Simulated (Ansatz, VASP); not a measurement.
## One calculation of BiW3, two programs

```
Bi W
1.0
     4.16772    0.00000    0.00000
     0.00000    4.16772    0.00000
     0.00000    0.00000    4.16772
Bi W
1 3
Direct
  0.00000 0.00000 0.00000
  0.00000 0.50000 0.50000
  0.50000 0.00000 0.50000
  0.50000 0.50000 0.00000
```

Alike in both runs: functional PBE; k mesh 12 × 12 × 12; occupations gaussian, width 0.1 eV; no spin polarisation.

Ansatz relaxed the structure, and its values are those at the end. VASP's run is a single point on that final structure, the one shown.

|  | VASP | Ansatz |
| --- | --- | --- |
| version | VASP 6.6.1 | Ansatz 0.2.0 |
| potentials or method | VASP PAW PBE potentials, release 64 (Bi_d, W_sv), cutoff 520 eV | scalar-relativistic, plane waves, PAW |
| valence electrons in the cell | 57 | 57 |

|  | VASP | Ansatz | Ansatz less VASP |
| --- | --- | --- | --- |
| gap on the k mesh at the Fermi level (eV) | none | none | - |
| pressure (GPa) | 0.3 | 0.0 | -0.27 |

A gap of «none» marks a metal or a gap that the smearing closes. The functional is the same, so the differences come from potentials, cutoffs and numerics.

Spin-orbit coupling is off throughout.
